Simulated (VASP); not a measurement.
# Fe (P6_3/mmc) in VASP: notebook

The runs below take Fe through single point, with PBE.

All numbers are computed with VASP 6.6.1; they aren't measurements. Logs are shortened: lines on timing, memory, paths and dates and some standing lists are left out, and cuts for length are marked.

## Step 1: The cell of the first run

Symmetry: P6_3/mmc, No. 194, hexagonal system. The conventional cell has a = 2.560 Å, b = 2.560 Å, c = 8.785 Å, α = 90.00°, β = 90.00°, γ = 120.00°. Fe (site symmetry -3m) has 12 Fe at 2.56 to 2.65 Å within 3.4 Å. Fe (site symmetry -6m2) has 12 Fe at 2.56 to 2.65 Å within 3.4 Å.

This isn't the form of Fe at room conditions, which is bcc.

## Step 2: Single point, PBE, collinear spin, ferromagnetic start (12.46 Å³/atom)

Contents of INCAR:

```
SYSTEM = Fe
ALGO = Normal ; EDIFF = 1E-6
ENCUT = 520 ; GGA = PE
ISIF = 2 ; ISMEAR = -1
ISPIN = 2 ; LASPH = .TRUE.
LCHARG = .FALSE. ; LMAXMIX = 4
LORBIT = 11 ; LREAL = .FALSE.
LWAVE = .FALSE. ; MAGMOM = 2.584 2.584 2.588 2.588
NBANDS = 28 ; NELM = 150
PREC = Accurate ; SIGMA = 0.05
```

Contents of KPOINTS:

```
k-points
0
G
  16 16 4
  0 0 0
```

Contents of POSCAR:

```
Fe
1.0
    2.5595631489      0.0000000000      0.0000000000
   -1.2797815745      2.2166467096      0.0000000000
    0.0000000000      0.0000000000      8.7853451333
Fe
4
Direct
    0.0000000000      0.0000000000      0.0000000000
    0.0000000000      0.0000000000      0.5000000000
    0.3333333333      0.6666666667      0.2500000000
    0.6666666667      0.3333333333      0.7500000000
```

Potentials or basis: VASP PAW PBE potentials, release 64 (Fe).

Command:

```bash
> cat potpaw_PBE.64/Fe/POTCAR > POTCAR
> mpirun -np 1 vasp_std > vasp.out
```

OUTCAR:

```text
SYSTEM = Fe
   EDIFF = 1E-6
   ENCUT = 520
   GGA = PE
   ISIF = 2
   ISMEAR = -1
   ISPIN = 2
   LASPH = .TRUE.
   LORBIT = 11
   LREAL = .FALSE.
   NELM = 150
   PREC = Accurate

 ion  position               nearest neighbor table
   1  0.000  0.000  0.000-   3 2.65   4 2.65   4 2.65   3 2.65   4 2.65   3 2.65
   2  0.000  0.000  0.500-   3 2.65   4 2.65   4 2.65   3 2.65   4 2.65   3 2.65
   3  0.333  0.667  0.250-   1 2.65   2 2.65   1 2.65   2 2.65   1 2.65   2 2.65
   4  0.667  0.333  0.750-   1 2.65   2 2.65   1 2.65   2 2.65   1 2.65   2 2.65

  LATTYP: Found a hexagonal cell.
 ALAT       =     2.5595631489
 C/A-ratio  =     3.4323611578

  Lattice vectors:

 A1 = (   2.5595631489,   0.0000000000,   0.0000000000)
 A2 = (  -1.2797815745,   2.2166467096,   0.0000000000)
 A3 = (   0.0000000000,   0.0000000000,   8.7853451333)

Analysis of symmetry for initial positions (statically):
=====================================================================
 Subroutine PRICEL returns:
 Original cell was already a primitive cell.

 Routine SETGRP: Setting up the symmetry group for a
 hexagonal supercell.

 Subroutine GETGRP returns: Found 24 space group operations
 (whereof 12 operations were pure point group operations)
 out of a pool of 24 trial point group operations.

The static configuration has the point symmetry D_3d.
 The point group associated with its full space group is D_6h.

Analysis of symmetry for dynamics (positions and initial velocities):
=====================================================================
 Subroutine PRICEL returns:
 Original cell was already a primitive cell.

 Routine SETGRP: Setting up the symmetry group for a
 hexagonal supercell.

 Subroutine GETGRP returns: Found 24 space group operations
 (whereof 12 operations were pure point group operations)
 out of a pool of 24 trial point group operations.

The dynamic configuration has the point symmetry D_3d.
 The point group associated with its full space group is D_6h.

Analysis of structural, dynamic, and magnetic symmetry:
=====================================================================
 Subroutine PRICEL returns:
 Original cell was already a primitive cell.

 Routine SETGRP: Setting up the symmetry group for a
 hexagonal supercell.

 Subroutine GETGRP returns: Found 24 space group operations
 (whereof 12 operations were pure point group operations)
 out of a pool of 24 trial point group operations.

The overall configuration has the point symmetry D_3d.
 The point group associated with its full space group is D_6h.

 Subroutine INISYM returns: Found 24 space group operations
 (whereof 12 operations are pure point group operations),
 and found     1 'primitive' translations

----------------------------------------------------------------------------------------

                                     Primitive cell

  volume of cell :      49.8449

  direct lattice vectors                    reciprocal lattice vectors
     2.559563149  0.000000000  0.000000000     0.390691670  0.225565941  0.000000000
    -1.279781575  2.216646710  0.000000000     0.000000000  0.451131881  0.000000000
     0.000000000  0.000000000  8.785345133     0.000000000  0.000000000  0.113825921

  length of vectors
     2.559563149  2.559563149  8.785345133     0.451131881  0.451131881  0.113825921

  position of ions in fractional coordinates (direct lattice)
     0.000000000  0.000000000  0.000000000
     0.000000000  0.000000000  0.500000000
     0.333333333  0.666666667  0.250000000
     0.666666667  0.333333333  0.750000000

  ion indices of the primitive-cell ions
   primitive index   ion index
                 1           1
                 2           2
                 3           3
                 4           4

----------------------------------------------------------------------------------------

 KPOINTS: k-points

Automatic generation of k-mesh.
 Grid dimensions read from file:
 generate k-points for:   16   16    4

 Generating k-lattice:

  Cartesian coordinates                     Fractional coordinates (reciprocal lattice)
     0.024418229  0.014097871  0.000000000     0.062500000  0.000000000  0.000000000
     0.000000000  0.028195743  0.000000000     0.000000000  0.062500000  0.000000000
     0.000000000  0.000000000  0.028456480     0.000000000  0.000000000  0.250000000

  Length of vectors
     0.028195743  0.028195743  0.028456480

  Shift w.r.t. Gamma in fractional coordinates (k-lattice)
     0.000000000  0.000000000  0.000000000

 Subroutine IBZKPT returns following result:
 ===========================================

 Found     90 irreducible k-points:

 Following reciprocal coordinates:
            Coordinates               Weight
  0.000000  0.000000  0.000000      1.000000
  0.062500  0.000000  0.000000      6.000000
  0.125000  0.000000  0.000000      6.000000
  0.187500  0.000000  0.000000      6.000000
  0.250000  0.000000  0.000000      6.000000
  0.312500  0.000000  0.000000      6.000000
[... 16 lines left out ...]
  0.187500  0.187500  0.000000      6.000000
  0.250000  0.187500  0.000000     12.000000
 [... further k-points ...]
   k-points           NKPTS =     90   k-points in BZ     NKDIM =     90   number of bands    NBANDS=     28
   number of dos      NEDOS =    301   number of ions     NIONS =      4
   total plane-waves  NPLWV =  28000
   dimension x,y,z NGX =    20 NGY =   20 NGZ =   70
   dimension x,y,z NGXF=    40 NGYF=   40 NGZF=  140
   ions per type =               4
   NGX,Y,Z   is equivalent  to a cutoff of  12.99, 12.99, 13.25 a.u.
   NGXF,Y,Z  is equivalent  to a cutoff of  25.98, 25.98, 26.49 a.u.
 SYSTEM =  Fe
   PREC   = accura    normal or accurate (medium, high low for compatibility)
   ISTART =      0    job   : 0-new  1-cont  2-samecut
   ICHARG =      2    charge: 1-file 2-atom 10-const
   ISPIN  =      2    spin polarized calculation?
   LNONCOLLINEAR =      F non collinear calculations
   LSORBIT =      F    spin-orbit coupling
   LASPH  =      T    aspherical Exc in radial PAW
   ENCUT  =  520.0 eV  38.22 Ry    6.18 a.u.   4.76  4.76 16.33*2*pi/ulx,y,z
   NELM   =    150;   NELMIN=  2; NELMDL= -5     # of ELM steps
   EDIFF  = 0.1E-05   stopping-criterion for ELM
   LREAL  =      F    real-space projection
[... 7 lines left out ...]
   TEBEG  =    0.0;   TEEND  =   0.0 temperature during run
   PSTRESS=    0.0 pullay stress
   NELECT =      32.0000    total number of electrons
   NUPDOWN=      -1.0000    fix difference up-down
   EMIN   =  10.00;   EMAX   =-10.00  energy-range for DOS
   EFERMI =   0.00;   METHOD = LEGACY
   ISMEAR =    -1;   SIGMA  =   0.05  broadening in eV -4-tet -1-fermi 0-gaus
   EFERMI_NEDOS =   21; number of points for ismear=-14 and -15
   IALGO  =     38    algorithm
   IMIX   =      4    mixing-type and parameters
     AMIX     =   0.40;   BMIX     =  1.00
     AMIX_MAG =   1.60;   BMIX_MAG =  1.00
  volume/ion in A,a.u.               =      12.46        84.09
  Fermi-wavevector in a.u.,A,eV,Ry     =   1.412270  2.668804 27.136914  1.994507
  Thomas-Fermi vector in A             =   2.534036
   LORBIT       =     11    0 simple, 1 ext, 2 COOP (PROOUT), +10 PAW based schemes
   GGA     = PE    functional components
   LHFCALC =     F    Hartree Fock is set to
   AEXX    =    0.0000 exact exchange contribution
   IVDW    =     0    specifies the selected vdW correction
   LEPSILON=     F    determine dielectric tensor
   LRPA    =     F    only Hartree local field effects (RPA)
 spin polarized calculation
  energy-cutoff  :      520.00
  volume of cell :       49.84
 maximum number of plane-waves:      1364
 NGX is ok and might be reduce to    20
   NGX =  9   NGY =  9   NGZ = 33

 number of electron      32.0000018 magnetization       9.5688485

 number of electron      32.0000017 magnetization      10.3722013

 Free energy of the ion-electron system (eV)
  ---------------------------------------------------
  ext. energy  EPLUGINS =         0.00000000
  ---------------------------------------------------
  free energy    TOTEN  =       -32.26381906 eV

  energy without entropy =      -32.22474388  energy(sigma->0) =      -32.24428147

 E-fermi :   5.2077     XC(G=0): -12.5827

 val. band max:        5.2043920696   @ k =   0.1250   0.0625   0.2500
 cond. band min:       5.2095240356   @ k =   0.1875   0.0000   0.5000
 fundamental gap:      0.0051319660
 Fermi energy:         5.2077397264

 spin component 1

 k-point     1 :       0.0000    0.0000    0.0000
  band No.  band energies     occupation
      1      -3.0218      1.00000
      2      -1.1334      1.00000
      3      -1.1089      1.00000
      4       0.4369      1.00000
      5       2.3927      1.00000
      6       2.4486      1.00000
[... 20 lines left out ...]
     27      17.5756      0.00000
[... 691 lines left out ...]
      6       1.8180      1.00000
[... 20 lines left out ...]
     27      15.6582      0.00000
     28      16.1228      0.00000

 [... further k-points ...]

 spin component 2

 k-point     1 :       0.0000    0.0000    0.0000
  band No.  band energies     occupation
      1      -2.7769      1.00000
      2      -0.8111      1.00000
      3      -0.7983      1.00000
      4       1.7102      1.00000
      5       4.2658      1.00000
      6       4.2854      1.00000
[... 20 lines left out ...]
     27      18.4024      0.00000
[... 691 lines left out ...]
      6       3.6917      1.00000
[... 20 lines left out ...]
     27      16.5454      0.00000
     28      17.1387      0.00000

 [... further k-points ...]

------------------------ aborting loop because EDIFF is reached ----------------------------------------

  FORCE on cell =-STRESS in cart. coord.  units (eV):
  Direction    XX          YY          ZZ          XY          YZ          ZX
  --------------------------------------------------------------------------------------
  -------------------------------------------------------------------------------------
  Total       -1.8914027     -1.8914027     -1.7834701      0.0000000      0.0000000      0.0000000
  in kB      -60.7957786    -60.7957786    -57.3264764      0.0000000      0.0000000      0.0000000
  external PRESSURE =     -59.6393446 kB  Pullay stress =       0.0000000 kB

 VOLUME and BASIS-vectors are now :
 -----------------------------------------------------------------------------
  energy-cutoff  :      520.00
  volume of cell :       49.84
      direct lattice vectors                 reciprocal lattice vectors
     2.559563149  0.000000000  0.000000000     0.390691670  0.225565941  0.000000000
    -1.279781575  2.216646710  0.000000000     0.000000000  0.451131881  0.000000000
     0.000000000  0.000000000  8.785345133     0.000000000  0.000000000  0.113825921

 POSITION                                       TOTAL-FORCE (eV/Angst)
 -----------------------------------------------------------------------------------
      0.00000      0.00000      0.00000        -0.000000      0.000000     -0.000000
      0.00000      0.00000      4.39267         0.000000      0.000000     -0.000000
     -0.00000      1.47776      2.19634         0.000000     -0.000000      0.000000
      1.27978      0.73888      6.58901        -0.000000      0.000000      0.000000
 -----------------------------------------------------------------------------------
    total drift:                                0.000000     -0.000000      0.000000

  FREE ENERGIE OF THE ION-ELECTRON SYSTEM (eV)
  ---------------------------------------------------
  free  energy   TOTEN  =       -32.2638190638 eV

  energy  without entropy=      -32.2247438808  energy(sigma->0) =      -32.24428147

 total charge

# of ion       s       p       d       tot
------------------------------------------
    1        0.460   0.464   6.177   7.101
    2        0.460   0.464   6.177   7.101
    3        0.459   0.465   6.175   7.099
    4        0.459   0.465   6.175   7.099
--------------------------------------------------
tot          1.837   1.858  24.703  28.399

 magnetization (x)

# of ion       s       p       d       tot
------------------------------------------
    1       -0.016  -0.042   2.649   2.590
    2       -0.016  -0.042   2.649   2.590
    3       -0.016  -0.043   2.652   2.593
    4       -0.016  -0.043   2.652   2.593
--------------------------------------------------
tot         -0.064  -0.171  10.602  10.367
```

Run time: 4.2 min. Hardware: 1 thread of Intel Xeon Platinum 8488C (Sapphire Rapids), shared host; peak memory 0.3 GiB.

Results:

* Free energy: -32.2638 eV
* Pressure: -6.0 GPa
* Net moment: 10.37 μB per cell
* Site moments: Fe +2.59 μB
* Valence electrons inside the program's atomic spheres: Fe 7.10

Stress tensor (GPa, compression positive):
```
-6.08  0.00  0.00
 0.00 -6.08  0.00
 0.00  0.00 -5.73
```

Caveat: the cell stands under tension.

## Step 3: Single point, PBE, collinear spin, ferromagnetic start

This run uses another cell than the first one, of 11.98 Å³/atom.

Contents of INCAR:

```
SYSTEM = Fe
PREC     = Accurate       ! precision mode
ENCUT    = 520            ! plane-wave cutoff, eV
EDIFF    = 1E-7           ! SCF threshold, eV
ISMEAR   = -1             ! smearing method
SIGMA    = 0.05           ! smearing width, eV
LREAL    = .FALSE.        ! projectors in reciprocal space
LASPH    = .TRUE.         ! aspherical terms in the spheres
NELM     = 150            ! most SCF steps
ALGO     = Normal         ! electronic algorithm
ISIF     = 2              ! what is computed and relaxed
LWAVE    = .FALSE.        ! write WAVECAR
LCHARG   = .FALSE.        ! write CHGCAR
ISPIN    = 2              ! spin polarisation
MAGMOM   = 2.562 2.562 2.57 2.57 ! initial moments
LORBIT   = 11             ! projections on sites
LMAXMIX  = 4              ! l up to which the mixer works
GGA      = PE             ! functional
NBANDS   = 28             ! bands
```

Contents of KPOINTS:

```
regular mesh
0
G
  19 19 5
  0 0 0
```

Contents of POSCAR:

```
Fe
1.0
    2.5263183062      0.0000000000      0.0000000000
   -1.2631591531      2.1878558312      0.0000000000
    0.0000000000      0.0000000000      8.6712368263
Fe
4
Direct
    0.0000000000      0.0000000000      0.0000000000
    0.0000000000      0.0000000000      0.5000000000
    0.3333333333      0.6666666667      0.2500000000
    0.6666666667      0.3333333333      0.7500000000
```

Potentials or basis: VASP PAW PBE potentials, release 64 (Fe).

Command:

```bash
> cat potpaw_PBE.64/Fe/POTCAR > POTCAR
> mpirun -np 1 vasp_std > vasp.out
```

OUTCAR:

```text
SYSTEM = Fe
   PREC = Accurate
   ENCUT = 520
   EDIFF = 1E-7
   ISMEAR = -1
   LREAL = .FALSE.
   LASPH = .TRUE.
   NELM = 150
   ISIF = 2
   ISPIN = 2
   LORBIT = 11
   GGA = PE

 ion  position               nearest neighbor table
   1  0.000  0.000  0.000-   3 2.61   4 2.61   3 2.61   4 2.61   4 2.61   3 2.61
   2  0.000  0.000  0.500-   3 2.61   4 2.61   3 2.61   4 2.61   4 2.61   3 2.61
   3  0.333  0.667  0.250-   1 2.61   2 2.61   1 2.61   2 2.61   1 2.61   2 2.61
   4  0.667  0.333  0.750-   1 2.61   2 2.61   1 2.61   2 2.61   1 2.61   2 2.61

  LATTYP: Found a hexagonal cell.
 ALAT       =     2.5263183062
 C/A-ratio  =     3.4323611577

  Lattice vectors:

 A1 = (   2.5263183062,   0.0000000000,   0.0000000000)
 A2 = (  -1.2631591531,   2.1878558312,   0.0000000000)
 A3 = (   0.0000000000,   0.0000000000,   8.6712368263)

Analysis of symmetry for initial positions (statically):
=====================================================================
 Subroutine PRICEL returns:
 Original cell was already a primitive cell.

 Routine SETGRP: Setting up the symmetry group for a
 hexagonal supercell.
[... 1697 lines left out ...]
  --------------------------------------------------------------------------------------
  -------------------------------------------------------------------------------------
  Total        0.0810761      0.0810761      0.1003244      0.0000000      0.0000000      0.0000000
  in kB        2.7102895      2.7102895      3.3537403      0.0000000      0.0000000      0.0000000
  external PRESSURE =       2.9247731 kB  Pullay stress =       0.0000000 kB

 VOLUME and BASIS-vectors are now :
 -----------------------------------------------------------------------------
  energy-cutoff  :      520.00
  volume of cell :       47.93
      direct lattice vectors                 reciprocal lattice vectors
     2.526318306  0.000000000  0.000000000     0.395832939  0.228534254  0.000000000
    -1.263159153  2.187855831  0.000000000     0.000000000  0.457068508  0.000000000
     0.000000000  0.000000000  8.671236826     0.000000000  0.000000000  0.115323802

 POSITION                                       TOTAL-FORCE (eV/Angst)
 -----------------------------------------------------------------------------------
      0.00000      0.00000      0.00000         0.000000      0.000000      0.000000
      0.00000      0.00000      4.33562         0.000000      0.000000      0.000000
     -0.00000      1.45857      2.16781        -0.000000     -0.000000      0.000000
      1.26316      0.72929      6.50343         0.000000      0.000000      0.000000
 -----------------------------------------------------------------------------------
    total drift:                                0.000000     -0.000000      0.000000

  FREE ENERGIE OF THE ION-ELECTRON SYSTEM (eV)
  ---------------------------------------------------
  free  energy   TOTEN  =       -32.2952371012 eV

  energy  without entropy=      -32.2576839328  energy(sigma->0) =      -32.27646052

 total charge

# of ion       s       p       d       tot
------------------------------------------
    1        0.475   0.494   6.203   7.173
    2        0.475   0.494   6.203   7.173
    3        0.474   0.495   6.202   7.171
    4        0.474   0.495   6.202   7.171
--------------------------------------------------
tot          1.899   1.977  24.810  28.686

 magnetization (x)

# of ion       s       p       d       tot
------------------------------------------
    1       -0.016  -0.040   2.603   2.547
    2       -0.016  -0.040   2.603   2.547
    3       -0.016  -0.040   2.608   2.552
    4       -0.016  -0.040   2.608   2.552
--------------------------------------------------
tot         -0.064  -0.160  10.421  10.197
```

OSZICAR:

```text
N       E                     dE             d eps       ncg     rms          rms(c)
DAV:   1     0.226221804400E+03    0.22622E+03   -0.13901E+04 13696   0.147E+03
DAV:   2    -0.238334755530E+02   -0.25006E+03   -0.23439E+03 13444   0.302E+02
DAV:   3    -0.362999368841E+02   -0.12466E+02   -0.11473E+02 14440   0.950E+01
[... 10 lines left out ...]
DAV:  14    -0.322952315722E+02   -0.21969E-04   -0.21808E-04 15212   0.261E-01    0.689E-02
DAV:  15    -0.322952378707E+02   -0.62985E-05   -0.32017E-05 19232   0.829E-02    0.278E-02
DAV:  16    -0.322952372256E+02    0.64508E-06   -0.74157E-06 15292   0.333E-02    0.961E-03
DAV:  17    -0.322952372192E+02    0.63897E-08   -0.28874E-06 16568   0.166E-02    0.105E-02
DAV:  18    -0.322952370759E+02    0.14336E-06   -0.37733E-07 10924   0.733E-03    0.323E-03
DAV:  19    -0.322952371012E+02   -0.25355E-07   -0.11405E-07  7684   0.399E-03
   1 F= -.32295237E+02 E0= -.32276461E+02  d E =-.375532E-01  mag=    10.2333
```

Wall time 4.9 min (1 thread of Intel Xeon Platinum 8488C (Sapphire Rapids), shared host); peak memory 0.33 GiB.

Results:

- Free energy: -32.2952 eV
- Pressure: 0.3 GPa
- Net moment: 10.23 μB per cell
- Site moments: Fe +2.55 μB
- Valence electrons inside the program's atomic spheres: Fe 7.17

(Part 1 of 2 ends here.)
